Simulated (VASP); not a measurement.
# Si2Mo (Fd-3m) in VASP: single point with r2SCAN

Aim: the single point of Si2Mo with r2SCAN.

All numbers are computed with VASP 6.6.1; they aren't measurements. Logs are shortened: lines on timing, memory, paths and dates and some standing lists are left out, and cuts for length are marked.

## (1) The cell of the first run

The structure is cubic, space group Fd-3m (No. 227). The conventional cell has a = 10.776 Å, b = 10.776 Å, c = 10.776 Å, α = 90.00°, β = 90.00°, γ = 90.00°. Si (site symmetry -3m) has 2 Mo at 2.33 Å within 3.1 Å. Mo (site symmetry -43m) has 4 Si at 2.33 Å within 3.1 Å.

## (2) Single point, r2SCAN

Contents of POSCAR:

```
Si2Mo
1.0
    0.0000000000      5.3879286694      5.3879286694
    5.3879286694      0.0000000000      5.3879286694
    5.3879286694      5.3879286694      0.0000000000
Si Mo
4 2
Direct
    0.1250000000      0.1250000000      0.1250000000
    0.6250000000      0.1250000000      0.1250000000
    0.1250000000      0.1250000000      0.6250000000
    0.1250000000      0.6250000000      0.1250000000
    0.0000000000      0.0000000000      0.0000000000
    0.2500000000      0.2500000000      0.2500000000
```

Contents of INCAR.step1:

```
PREC = Accurate
ENCUT = 520
ISMEAR = 0
SIGMA = 0.1
LREAL = False
LASPH = True
NELM = 80
NBANDS = 31
GGA = PE
ALGO = Normal
EDIFF = 1E-4
LWAVE = True
LCHARG = False
```

Contents of INCAR.step2:

```
PREC = Accurate
ENCUT = 520
EDIFF = 1E-6
ISMEAR = 0
SIGMA = 0.1
LREAL = False
LASPH = True
NELM = 80
ALGO = Normal
ISIF = 2
LWAVE = False
LCHARG = False
METAGGA = R2SCAN
LMIXTAU = True
NBANDS = 31
ISTART = 1
```

Contents of KPOINTS:

```
Automatic mesh
0
Gamma
  6 6 6
```

Potentials or basis: VASP PAW PBE potentials, release 64 (Si, Mo_sv).

Started as:

```console
$ cat potpaw_PBE.64/Si/POTCAR potpaw_PBE.64/Mo_sv/POTCAR > POTCAR
$ cp INCAR.step1 INCAR
$ mpirun -np 1 vasp_std > vasp.out
$ cp INCAR.step2 INCAR
$ mpirun -np 1 vasp_std > vasp.out
```

OUTCAR:

```text
PREC = Accurate
   ENCUT = 520
   EDIFF = 1E-6
   ISMEAR = 0
   LREAL = False
   LASPH = True
   NELM = 80
   ISIF = 2
   METAGGA = R2SCAN
   ISTART = 1

 ion  position               nearest neighbor table
   1  0.125  0.125  0.125-   5 2.33   6 2.33
   2  0.625  0.125  0.125-   5 2.33   6 2.33
   3  0.125  0.125  0.625-   5 2.33   6 2.33
   4  0.125  0.625  0.125-   5 2.33   6 2.33
   5  0.000  0.000  0.000-   1 2.33   2 2.33   3 2.33   4 2.33
   6  0.250  0.250  0.250-   1 2.33   2 2.33   3 2.33   4 2.33

  LATTYP: Found a face centered cubic cell.
 ALAT       =    10.7758573388

  Lattice vectors:

 A1 = (   0.0000000000,   5.3879286694,   5.3879286694)
 A2 = (   5.3879286694,   0.0000000000,   5.3879286694)
 A3 = (   5.3879286694,   5.3879286694,   0.0000000000)

Analysis of symmetry for initial positions (statically):
=====================================================================
 Subroutine PRICEL returns:
 Original cell was already a primitive cell.

 Routine SETGRP: Setting up the symmetry group for a
 face centered cubic supercell.

 Subroutine GETGRP returns: Found 48 space group operations
 (whereof 24 operations were pure point group operations)
 out of a pool of 48 trial point group operations.

The static configuration has the point symmetry T_d .
 The point group associated with its full space group is O_h .

Analysis of symmetry for dynamics (positions and initial velocities):
=====================================================================
 Subroutine PRICEL returns:
 Original cell was already a primitive cell.

 Routine SETGRP: Setting up the symmetry group for a
 face centered cubic supercell.

 Subroutine GETGRP returns: Found 48 space group operations
 (whereof 24 operations were pure point group operations)
 out of a pool of 48 trial point group operations.

The dynamic configuration has the point symmetry T_d .
 The point group associated with its full space group is O_h .

 Subroutine INISYM returns: Found 48 space group operations
 (whereof 24 operations are pure point group operations),
 and found     1 'primitive' translations

----------------------------------------------------------------------------------------

                                     Primitive cell

  volume of cell :     312.8207

  direct lattice vectors                    reciprocal lattice vectors
     0.000000000  5.387928669  5.387928669    -0.092800041  0.092800041  0.092800041
     5.387928669  0.000000000  5.387928669     0.092800041 -0.092800041  0.092800041
     5.387928669  5.387928669  0.000000000     0.092800041  0.092800041 -0.092800041

  length of vectors
     7.619681797  7.619681797  7.619681797     0.160734385  0.160734385  0.160734385

  position of ions in fractional coordinates (direct lattice)
     0.125000000  0.125000000  0.125000000
     0.625000000  0.125000000  0.125000000
     0.125000000  0.125000000  0.625000000
     0.125000000  0.625000000  0.125000000
     0.000000000  0.000000000  0.000000000
     0.250000000  0.250000000  0.250000000

  ion indices of the primitive-cell ions
   primitive index   ion index
                 1           1
                 2           2
                 3           3
                 4           4
                 5           5
                 6           6

----------------------------------------------------------------------------------------

 KPOINTS: Automatic mesh

Automatic generation of k-mesh.
 Grid dimensions read from file:
 generate k-points for:    6    6    6

 Generating k-lattice:

  Cartesian coordinates                     Fractional coordinates (reciprocal lattice)
    -0.015466673  0.015466673  0.015466673     0.166666667  0.000000000  0.000000000
     0.015466673 -0.015466673  0.015466673     0.000000000  0.166666667  0.000000000
     0.015466673  0.015466673 -0.015466673     0.000000000  0.000000000  0.166666667

  Length of vectors
     0.026789064  0.026789064  0.026789064

  Shift w.r.t. Gamma in fractional coordinates (k-lattice)
     0.000000000  0.000000000  0.000000000

 Subroutine IBZKPT returns following result:
 ===========================================

 Found     16 irreducible k-points:

 Following reciprocal coordinates:
            Coordinates               Weight
  0.000000  0.000000  0.000000      1.000000
  0.166667  0.000000  0.000000      8.000000
  0.333333  0.000000  0.000000      8.000000
  0.500000  0.000000  0.000000      4.000000
  0.166667  0.166667  0.000000      6.000000
  0.333333  0.166667  0.000000     24.000000
[... 8 lines left out ...]
 -0.333333  0.333333  0.166667     24.000000
 -0.333333  0.500000  0.166667     12.000000
   k-points           NKPTS =     16   k-points in BZ     NKDIM =     16   number of bands    NBANDS=     31
   number of dos      NEDOS =    301   number of ions     NIONS =      6
   total plane-waves  NPLWV = 216000
   dimension x,y,z NGX =    60 NGY =   60 NGZ =   60
   dimension x,y,z NGXF=   120 NGYF=  120 NGZF=  120
   ions per type =               4   2
   NGX,Y,Z   is equivalent  to a cutoff of  13.09, 13.09, 13.09 a.u.
   NGXF,Y,Z  is equivalent  to a cutoff of  26.18, 26.18, 26.18 a.u.
 SYSTEM =  unknown system
   PREC   = accura    normal or accurate (medium, high low for compatibility)
   ISTART =      1    job   : 0-new  1-cont  2-samecut
   ICHARG =      0    charge: 1-file 2-atom 10-const
   ISPIN  =      1    spin polarized calculation?
   LNONCOLLINEAR =      F non collinear calculations
   LSORBIT =      F    spin-orbit coupling
   LASPH  =      T    aspherical Exc in radial PAW
   ENCUT  =  520.0 eV  38.22 Ry    6.18 a.u.  14.17 14.17 14.17*2*pi/ulx,y,z
   NELM   =     80;   NELMIN=  2; NELMDL=  0     # of ELM steps
   EDIFF  = 0.1E-05   stopping-criterion for ELM
   LREAL  =      F    real-space projection
   EDIFFG = 0.1E-04   stopping-criterion for IOM
   NSW    =      0    number of steps for IOM
   IBRION =     -1    ionic relax: 0-MD 1-quasi-New 2-CG
   NFREE  =      0    steps in history (QN), initial steepest desc. (CG)
   ISIF   =      2    stress and relaxation
   ISYM   =      2    0-nonsym 1-usesym 2-fastsym
   POTIM  = 0.5000    time-step for ionic-motion
   TEBEG  =    0.0;   TEEND  =   0.0 temperature during run
   PSTRESS=    0.0 pullay stress
   NELECT =      44.0000    total number of electrons
   NUPDOWN=      -1.0000    fix difference up-down
   EMIN   =  10.00;   EMAX   =-10.00  energy-range for DOS
   EFERMI =   0.00;   METHOD = LEGACY
   ISMEAR =     0;   SIGMA  =   0.10  broadening in eV -4-tet -1-fermi 0-gaus
   EFERMI_NEDOS =   21; number of points for ismear=-14 and -15
   IALGO  =     38    algorithm
   IMIX   =      4    mixing-type and parameters
     AMIX     =   0.40;   BMIX     =  1.00
     AMIX_MAG =   1.60;   BMIX_MAG =  1.00
  volume/ion in A,a.u.               =      52.14       351.84
  Fermi-wavevector in a.u.,A,eV,Ry     =   0.851387  1.608889  9.862326  0.724861
  Thomas-Fermi vector in A             =   1.967513
   LORBIT       =      0    0 simple, 1 ext, 2 COOP (PROOUT), +10 PAW based schemes
   METAGGA = R2SCAN    functional components
   LHFCALC =     F    Hartree Fock is set to
   AEXX    =    0.0000 exact exchange contribution
   IVDW    =     0    specifies the selected vdW correction
   LEPSILON=     F    determine dielectric tensor
   LRPA    =     F    only Hartree local field effects (RPA)
 non-spin polarized calculation
 Gauss-broadening in eV      SIGMA  =   0.10
  energy-cutoff  :      520.00
  volume of cell :      312.82
 maximum number of plane-waves:      8468
 NGX is ok and might be reduce to    60
   NGX = 29   NGY = 29   NGZ = 29

 number of electron      43.9999997 magnetization

 Free energy of the ion-electron system (eV)
  ---------------------------------------------------
  ext. energy  EPLUGINS =         0.00000000
  ---------------------------------------------------
  free energy    TOTEN  =       -77.79628828 eV

  energy without entropy =      -77.78034921  energy(sigma->0) =      -77.78831874

 E-fermi :  -0.8963     XC(G=0):  -5.9994

 val. band max:       -0.9353047721   @ k =   0.0000   0.0000   0.0000
 cond. band min:      -0.8641769592   @ k =  -0.3333   0.3333   0.1667
 fundamental gap:      0.0711278129
 Fermi energy:        -0.8962950484

 k-point     1 :       0.0000    0.0000    0.0000
  band No.  band energies     occupation
      1     -62.5772      2.00000
      2     -62.5763      2.00000
      3     -36.0666      2.00000
      4     -36.0666      2.00000
      5     -36.0666      2.00000
      6     -36.0593      2.00000
[... 23 lines left out ...]
     30       3.4240      0.00000
     31       3.4949      0.00000

 k-point     2 :       0.1667    0.0000    0.0000
  band No.  band energies     occupation
      1     -62.5771      2.00000
      2     -62.5764      2.00000
      3     -36.0666      2.00000
      4     -36.0666      2.00000
      5     -36.0663      2.00000
      6     -36.0597      2.00000
[... 23 lines left out ...]
     30       3.4187      0.00000
     31       3.4187      0.00000

 k-point     3 :       0.3333    0.0000    0.0000
  band No.  band energies     occupation
      1     -62.5770      2.00000
      2     -62.5765      2.00000
      3     -36.0667      2.00000
      4     -36.0667      2.00000
      5     -36.0655      2.00000
      6     -36.0605      2.00000
[... 23 lines left out ...]
     30       3.2107      0.00000
     31       3.2107      0.00000

 k-point     4 :       0.5000    0.0000    0.0000
  band No.  band energies     occupation
      1     -62.5770      2.00000
      2     -62.5766      2.00000
      3     -36.0667      2.00000
      4     -36.0667      2.00000
      5     -36.0649      2.00000
      6     -36.0610      2.00000
[... 363 lines left out ...]
     30       3.0416      0.00000
     31       3.2560      0.00000

 k-point    15 :      -0.3333    0.3333    0.1667
  band No.  band energies     occupation
      1     -62.5769      2.00000
      2     -62.5767      2.00000
      3     -36.0668      2.00000
      4     -36.0667      2.00000
      5     -36.0639      2.00000
      6     -36.0620      2.00000
[... 23 lines left out ...]
     30       2.9925      0.00000
     31       3.3343      0.00000

 k-point    16 :      -0.3333    0.5000    0.1667
  band No.  band energies     occupation
      1     -62.5768      2.00000
      2     -62.5768      2.00000
      3     -36.0668      2.00000
      4     -36.0668      2.00000
      5     -36.0630      2.00000
      6     -36.0630      2.00000
[... 23 lines left out ...]
     30       2.8727      0.00000
     31       3.5202      0.00000

------------------------ aborting loop because EDIFF is reached ----------------------------------------

  FORCE on cell =-STRESS in cart. coord.  units (eV):
  Direction    XX          YY          ZZ          XY          YZ          ZX
  --------------------------------------------------------------------------------------
  -------------------------------------------------------------------------------------
  Total        0.0102018      0.0102018      0.0102018      0.0000000      0.0000000      0.0000000
  in kB        0.0522508      0.0522508      0.0522508      0.0000000      0.0000000      0.0000000
  external PRESSURE =       0.0522508 kB  Pullay stress =       0.0000000 kB

 VOLUME and BASIS-vectors are now :
 -----------------------------------------------------------------------------
  energy-cutoff  :      520.00
  volume of cell :      312.82
      direct lattice vectors                 reciprocal lattice vectors
     0.000000000  5.387928669  5.387928669    -0.092800041  0.092800041  0.092800041
     5.387928669  0.000000000  5.387928669     0.092800041 -0.092800041  0.092800041
     5.387928669  5.387928669  0.000000000     0.092800041  0.092800041 -0.092800041

 POSITION                                       TOTAL-FORCE (eV/Angst)
 -----------------------------------------------------------------------------------
      1.34698      1.34698      1.34698        -0.000000      0.000000     -0.000000
      1.34698      4.04095      4.04095        -0.000000      0.000000     -0.000000
      4.04095      4.04095      1.34698        -0.000000      0.000000     -0.000000
      4.04095      1.34698      4.04095        -0.000000      0.000000     -0.000000
      0.00000      0.00000      0.00000         0.000000     -0.000000      0.000000
      2.69396      2.69396      2.69396         0.000000     -0.000000     -0.000000
 -----------------------------------------------------------------------------------
    total drift:                                0.000000     -0.000000     -0.000000

  FREE ENERGIE OF THE ION-ELECTRON SYSTEM (eV)
  ---------------------------------------------------
  free  energy   TOTEN  =       -77.7962882760 eV

  energy  without entropy=      -77.7803492077  energy(sigma->0) =      -77.78831874
```

It took 35 min on 1 thread of AMD EPYC 7R13, shared host; peak memory 0.57 GiB.

What came out:

```
Free energy            : -77.7963 eV
Pressure               : 0.0 GPa
Band gap on the k mesh : zero (band 22 reaches -0.49 eV, above the bottom of band 23 at -1.08 eV)
```

Levels at points of the mesh, in eV from the Fermi level:
```
           k point  band 20  band 21  band 22  band 23  band 24  band 25
(0.00, 0.00, 0.00)    -0.40    -0.40    -0.04    -0.04     0.84     0.84
(0.50, 0.00, 0.00)    -1.05    -1.05     0.41     0.41     0.44     0.44
(0.50, 0.50, 0.00)    -1.15    -0.87    -0.87     0.93     0.93     1.13
```

Caveat: the PAW data sets were made with another functional, which shifts forces and pressure a little.
